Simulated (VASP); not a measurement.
# Sr (I4/mmm) in VASP: relaxation of cell and atoms with PBE

Aim: the relaxation of cell and atoms of Sr with PBE.

Everything below comes from runs of VASP 6.6.1. Logs are shortened: lines on timing, memory, paths and dates and some standing lists are left out, and cuts for length are marked.

### Step 1. The cell of the first run

Symmetry: I4/mmm, No. 139, tetragonal system. Conventional cell: a = 4.279 Å, b = 4.279 Å, c = 5.950 Å, α = 90.00°, β = 90.00°, γ = 90.00°. Within 5.6 Å of Sr (site symmetry 4/mmm) lie 12 Sr at 4.24 to 4.28 Å.

The cell was built from a structure type or drawn by symmetry, and may not be a known phase.

### Step 2. Relaxation of cell and atoms, PBE

Contents of INCAR:

```
PREC = Accurate
ENCUT = 600
EDIFF = 1E-6
ISMEAR = 0
SIGMA = 0.1
LREAL = False
LASPH = True
NELM = 100
ALGO = Normal
ISIF = 3
LWAVE = False
LCHARG = False
GGA = PE
IBRION = 2
NSW = 100
EDIFFG = -0.01
```

Contents of KPOINTS:

```
Automatic mesh
0
Gamma
  18 18 18
```

Contents of POSCAR:

```
Sr
1.0
   -2.1395375946      2.1395375946      2.9748512578
    2.1395375946     -2.1395375946      2.9748512578
    2.1395375946      2.1395375946     -2.9748512578
Sr
1
Direct
    0.5000000000      0.5000000000      0.0000000000
```

Potentials or basis: VASP PAW PBE potentials, release 64 (Sr_sv).

Launch:

```bash
cat potpaw_PBE.64/Sr_sv/POTCAR > POTCAR
mpirun -np 1 vasp_std > vasp.out
```

OUTCAR:

```text
PREC = Accurate
   ENCUT = 600
   EDIFF = 1E-6
   ISMEAR = 0
   LREAL = False
   LASPH = True
   NELM = 100
   ISIF = 3
   GGA = PE
   IBRION = 2
   NSW = 100
   EDIFFG = -0.01

 ion  position               nearest neighbor table
   1  0.500  0.500  0.000-

  LATTYP: Found a body centered tetragonal cell.
 ALAT       =     4.2790751892
 C/A-ratio  =     1.3904178479

  Lattice vectors:

 A1 = (  -2.1395375946,   2.1395375946,   2.9748512578)
 A2 = (   2.1395375946,  -2.1395375946,   2.9748512578)
 A3 = (   2.1395375946,   2.1395375946,  -2.9748512578)

Analysis of symmetry for initial positions (statically):
=====================================================================
 Subroutine PRICEL returns:
 Original cell was already a primitive cell.

 Routine SETGRP: Setting up the symmetry group for a
 body centered tetragonal supercell.

 Subroutine GETGRP returns: Found 16 space group operations
 (whereof 16 operations were pure point group operations)
 out of a pool of 16 trial point group operations.

The static configuration has the point symmetry D_4h.

Analysis of symmetry for dynamics (positions and initial velocities):
=====================================================================
 Subroutine PRICEL returns:
 Original cell was already a primitive cell.

 Routine SETGRP: Setting up the symmetry group for a
 body centered tetragonal supercell.

 Subroutine GETGRP returns: Found 16 space group operations
 (whereof 16 operations were pure point group operations)
 out of a pool of 16 trial point group operations.

The dynamic configuration has the point symmetry D_4h.

 Subroutine INISYM returns: Found 16 space group operations
 (whereof 16 operations are pure point group operations),
 and found     1 'primitive' translations

----------------------------------------------------------------------------------------

                                     Primitive cell

  volume of cell :      54.4710

  direct lattice vectors                    reciprocal lattice vectors
    -2.139537595  2.139537595  2.974851258     0.000000000  0.233695356  0.168075630
     2.139537595 -2.139537595  2.974851258     0.233695356  0.000000000  0.168075630
     2.139537595  2.139537595 -2.974851258     0.233695356  0.233695356  0.000000000

  length of vectors
     4.243227810  4.243227810  4.243227810     0.287859231  0.287859231  0.330495142

  position of ions in fractional coordinates (direct lattice)
     0.500000000  0.500000000  0.000000000

  ion indices of the primitive-cell ions
   primitive index   ion index
                 1           1

----------------------------------------------------------------------------------------

 KPOINTS: Automatic mesh

Automatic generation of k-mesh.
 Grid dimensions read from file:
 generate k-points for:   18   18   18

 Generating k-lattice:

  Cartesian coordinates                     Fractional coordinates (reciprocal lattice)
     0.000000000  0.012983075  0.009337535     0.055555556  0.000000000 -0.000000000
     0.012983075  0.000000000  0.009337535     0.000000000  0.055555556 -0.000000000
     0.012983075  0.012983075  0.000000000     0.000000000  0.000000000  0.055555556

  Length of vectors
     0.015992180  0.015992180  0.018360841

  Shift w.r.t. Gamma in fractional coordinates (k-lattice)
     0.000000000  0.000000000  0.000000000

 Subroutine IBZKPT returns following result:
 ===========================================

 Found    480 irreducible k-points:

 Following reciprocal coordinates:
            Coordinates               Weight
  0.000000  0.000000  0.000000      1.000000
  0.055556  0.000000 -0.000000      8.000000
  0.111111  0.000000 -0.000000      8.000000
  0.166667  0.000000  0.000000      8.000000
  0.222222 -0.000000  0.000000      8.000000
  0.277778  0.000000  0.000000      8.000000
[... 16 lines left out ...]
 -0.277778  0.055556  0.000000     16.000000
 -0.222222  0.055556  0.000000     16.000000
 [... further k-points ...]
   k-points           NKPTS =    480   k-points in BZ     NKDIM =    480   number of bands    NBANDS=      9
   number of dos      NEDOS =    301   number of ions     NIONS =      1
   total plane-waves  NPLWV =  46656
   dimension x,y,z NGX =    36 NGY =   36 NGZ =   36
   dimension x,y,z NGXF=    72 NGYF=   72 NGZF=   72
   ions per type =               1
   NGX,Y,Z   is equivalent  to a cutoff of  14.10, 14.10, 14.10 a.u.
   NGXF,Y,Z  is equivalent  to a cutoff of  28.21, 28.21, 28.21 a.u.
 SYSTEM =  unknown system
   PREC   = accura    normal or accurate (medium, high low for compatibility)
   ISTART =      0    job   : 0-new  1-cont  2-samecut
   ICHARG =      2    charge: 1-file 2-atom 10-const
   ISPIN  =      1    spin polarized calculation?
   LNONCOLLINEAR =      F non collinear calculations
   LSORBIT =      F    spin-orbit coupling
   LASPH  =      T    aspherical Exc in radial PAW
   ENCUT  =  600.0 eV  44.10 Ry    6.64 a.u.   8.47  8.47  8.47*2*pi/ulx,y,z
   NELM   =    100;   NELMIN=  2; NELMDL= -5     # of ELM steps
   EDIFF  = 0.1E-05   stopping-criterion for ELM
   LREAL  =      F    real-space projection
   EDIFFG = -.1E-01   stopping-criterion for IOM
   NSW    =    100    number of steps for IOM
   IBRION =      2    ionic relax: 0-MD 1-quasi-New 2-CG
   NFREE  =      1    steps in history (QN), initial steepest desc. (CG)
   ISIF   =      3    stress and relaxation
   ISYM   =      2    0-nonsym 1-usesym 2-fastsym
   POTIM  = 0.5000    time-step for ionic-motion
   TEBEG  =    0.0;   TEEND  =   0.0 temperature during run
   PSTRESS=    0.0 pullay stress
   NELECT =      10.0000    total number of electrons
   NUPDOWN=      -1.0000    fix difference up-down
   EMIN   =  10.00;   EMAX   =-10.00  energy-range for DOS
   EFERMI =   0.00;   METHOD = LEGACY
   ISMEAR =     0;   SIGMA  =   0.10  broadening in eV -4-tet -1-fermi 0-gaus
   EFERMI_NEDOS =   21; number of points for ismear=-14 and -15
   IALGO  =     38    algorithm
   IMIX   =      4    mixing-type and parameters
     AMIX     =   0.40;   BMIX     =  1.00
     AMIX_MAG =   1.60;   BMIX_MAG =  1.00
  volume/ion in A,a.u.               =      54.47       367.59
  Fermi-wavevector in a.u.,A,eV,Ry     =   0.930436  1.758269 11.778713  0.865711
  Thomas-Fermi vector in A             =   2.056824
   LORBIT       =      0    0 simple, 1 ext, 2 COOP (PROOUT), +10 PAW based schemes
   GGA     = PE    functional components
   LHFCALC =     F    Hartree Fock is set to
   AEXX    =    0.0000 exact exchange contribution
   IVDW    =     0    specifies the selected vdW correction
   LEPSILON=     F    determine dielectric tensor
   LRPA    =     F    only Hartree local field effects (RPA)
 conjugate gradient relaxation of ions
 non-spin polarized calculation
 Gauss-broadening in eV      SIGMA  =   0.10
  energy-cutoff  :      600.00
  volume of cell :       54.47
 maximum number of plane-waves:      1849
 NGX is ok and might be reduce to    36
   NGX = 17   NGY = 17   NGZ = 17

--------------------------------------- Ionic step        1  -------------------------------------------

 number of electron      10.0000000 magnetization

 Free energy of the ion-electron system (eV)
  ---------------------------------------------------
  ext. energy  EPLUGINS =         0.00000000
  ---------------------------------------------------
  free energy    TOTEN  =        -1.64067437 eV

  energy without entropy =       -1.63368253  energy(sigma->0) =       -1.63717845

------------------------ aborting loop because EDIFF is reached ----------------------------------------

  FORCE on cell =-STRESS in cart. coord.  units (eV):
  Direction    XX          YY          ZZ          XY          YZ          ZX
  --------------------------------------------------------------------------------------
  -------------------------------------------------------------------------------------
  Total        0.0136750      0.0136750      0.0391069      0.0000000      0.0000000      0.0000000
  in kB        0.4022285      0.4022285      1.1502672      0.0000000      0.0000000      0.0000000
  external PRESSURE =       0.6515748 kB  Pullay stress =       0.0000000 kB
[... 125 lines left out ...]
  energy  without entropy=       -1.6336705440  energy(sigma->0) =       -1.63723992

--------------------------------------- Ionic step        5  -------------------------------------------

 number of electron      10.0000000 magnetization

 Free energy of the ion-electron system (eV)
  ---------------------------------------------------
  ext. energy  EPLUGINS =         0.00000000
  ---------------------------------------------------
  free energy    TOTEN  =        -1.64086247 eV

  energy without entropy =       -1.63373464  energy(sigma->0) =       -1.63729856

 E-fermi :   1.6024     XC(G=0):  -7.3593

 val. band max:        1.6009305906   @ k =   0.3333   0.2778   0.1111
 cond. band min:       1.6038105441   @ k =  -0.2778   0.4444   0.2222
 fundamental gap:      0.0028799534
 Fermi energy:         1.6023855000

 k-point     1 :       0.0000    0.0000    0.0000
  band No.  band energies     occupation
      1     -35.0194      2.00000
      2     -16.9070      2.00000
      3     -16.9070      2.00000
      4     -16.9062      2.00000
      5      -2.0554      2.00000
      6       3.9279      0.00000
      7       3.9279      0.00000
      8       3.9680      0.00000
      9       5.3787      0.00000
[... 265 lines left out ...]
 k-point    24 :      -0.2222    0.0556    0.0000
  band No.  band energies     occupation
      1     -35.0141      2.00000
      2     -16.9796      2.00000
      3     -16.9203      2.00000
      4     -16.9170      2.00000
      5      -1.3713      2.00000
      6       3.1091      0.00000
      7       4.0977      0.00000
      8       4.1446      0.00000
      9       5.0066      0.00000

 [... further k-points ...]
[... 5 lines left out ...]
  --------------------------------------------------------------------------------------
  -------------------------------------------------------------------------------------
  Total       -0.0047417     -0.0047417      0.0075977      0.0000000      0.0000000      0.0000000
  in kB       -0.1385720     -0.1385720      0.2220378      0.0000000      0.0000000      0.0000000
  external PRESSURE =      -0.0183688 kB  Pullay stress =       0.0000000 kB
[... 16 lines left out ...]
  FREE ENERGIE OF THE ION-ELECTRON SYSTEM (eV)
  ---------------------------------------------------
  free  energy   TOTEN  =        -1.6408624728 eV

  energy  without entropy=       -1.6337346421  energy(sigma->0) =       -1.63729856

 reached required accuracy - stopping structural energy minimisation
```

It took 7 min on 1 thread of Intel Xeon Platinum 8488C (Sapphire Rapids), shared host; peak memory 0.45 GiB.

What came out:

- Free energy: -1.6409 eV
- Relaxed volume: 54.82 Å³/atom
- Relaxed cell: a = 4.259 Å, b = 4.259 Å, c = 4.259 Å, α = 119.74°, β = 119.74°, γ = 90.45°
- Space group after relaxing (to 0.1 Å): Fm-3m (No. 225)
- Energy gained by relaxing: 0.2 meV/atom
- Ionic steps: 5
- Pressure after relaxing: 0.0 GPa
- Band gap on the k mesh: zero (bands 5 and 6 overlap by 0.05 eV)

Step by step:
```csv
step,energy change (eV),largest force (eV/Å),pressure (GPa),volume (Å³)
1,0.0000,0.0000,0.07,54.47
2,-0.0001,0.0000,0.03,54.65
3,-0.0001,0.0000,-0.02,54.86
4,-0.0001,0.0000,0.00,54.85
5,-0.0002,0.0000,0.00,54.82
```

Final structure:
```xyz
1
Lattice="-2.1376 2.1376 2.9996 2.1376 -2.1376 2.9996 2.1376 2.1376 -2.9996" Properties=species:S:1:pos:R:3 pbc="T T T"
Sr    0.0000    0.0000    2.9996
```

Levels at points of the mesh, in eV from the Fermi level:
```tsv
k point	band 3	band 4	band 5	band 6	band 7	band 8
(0.00, 0.00, 0.00)	-18.51	-18.51	-3.66	2.33	2.33	2.37
(0.50, 0.00, 0.00)	-18.54	-18.53	-1.13	0.06	2.15	2.21
(0.50, 0.50, 0.00)	-18.58	-18.58	-0.66	0.34	1.03	4.86
(0.50, 0.50, 0.50)	-18.58	-18.58	-0.64	0.32	1.10	4.86
```
